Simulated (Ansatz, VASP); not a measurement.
## Two plane-wave programs on W

POSCAR

```
W
1.0
   -1.6971312500      1.4974687500      1.5973000000
    1.6971312500     -1.4974687500      1.5973000000
    1.6971312500      1.4974687500     -1.5973000000
W
1
Direct
    0.0000000000      0.0000000000      0.0000000000
```

Contents of INCAR.step1:

```
PREC     = Accurate       # precision mode
ENCUT    = 520            # plane-wave cutoff, eV
ISMEAR   = 0              # smearing method
SIGMA    = 0.15           # smearing width, eV
LREAL    = False          # projectors in reciprocal space
LASPH    = True           # aspherical terms in the spheres
NELM     = 60             # most SCF steps
NBANDS   = 13             # bands
GGA      = PE             # functional
ALGO     = Normal         # electronic algorithm
EDIFF    = 1E-4           # SCF threshold, eV
LWAVE    = True           # write WAVECAR
LCHARG   = False          # write CHGCAR
```

File INCAR.step2:

```
PREC     = Accurate       # precision mode
ENCUT    = 520            # plane-wave cutoff, eV
EDIFF    = 1E-7           # SCF threshold, eV
ISMEAR   = 0              # smearing method
SIGMA    = 0.15           # smearing width, eV
LREAL    = False          # projectors in reciprocal space
LASPH    = True           # aspherical terms in the spheres
NELM     = 60             # most SCF steps
ALGO     = Normal         # electronic algorithm
ISIF     = 2              # what is computed and relaxed
LWAVE    = False          # write WAVECAR
LCHARG   = True           # write CHGCAR
METAGGA  = R2SCAN         # meta-GGA
LMIXTAU  = True         
LELF     = True           # ELF
LVHAR    = True         
NBANDS   = 13             # bands
ISTART   = 1
```

File KPOINTS:

```
Automatic mesh
0
Gamma
  20 20 20
```

Input for Ansatz:

```yaml
crystal:
  lattice:
    - [-1.69713125, 1.49746875, 1.5973]
    - [1.69713125, -1.49746875, 1.5973]
    - [1.69713125, 1.49746875, -1.5973]
  atoms:
    - { symbol: W, position: [0.0, 0.0, 0.0] }
basis:
  ecutwfc: 500
kpoints:
  mp_grid: { grid: [20, 20, 20] }
hamiltonian:
  xc: r2scan
scf:
  occupations: { method: gaussian, width: 0.15 }
output:
  forces: true
  stress: true
  eigenvalues: true
```

Change from the starting cell: strain +0.0625 x Voigt [1, -1, 0, 0, 0, 0], atoms carried along.

Alike in both runs: task single point; functional r2SCAN; k mesh 20 × 20 × 20; occupations gaussian, width 0.15 eV; no spin polarisation.

|  | VASP | Ansatz |
| --- | --- | --- |
| version | VASP 6.6.1 | Ansatz 0.2.0 |
| potentials or method | VASP PAW PBE potentials, release 64 (W_sv), cutoff 520 eV | scalar-relativistic, plane waves, PAW |
| valence electrons in the cell | 14 | 14 |

VASP gave:

* gap on the k mesh at the Fermi level (eV): none
* pressure (GPa): -3.4
* traceless stress, the component that is largest in VASP (GPa): 19.89

What did Ansatz give for the same quantities?

gap on the k mesh at the Fermi level (eV): none; pressure (GPa): -4.5; traceless stress, the component that is largest in VASP (GPa): 19.94.

VASP's potentials were made for PBE, not for r2SCAN. A gap of «none» marks a metal or a gap that the smearing closes. With one functional, cell and mesh, what is left measures potentials, basis and numerics.

Neither program's run includes spin-orbit coupling.
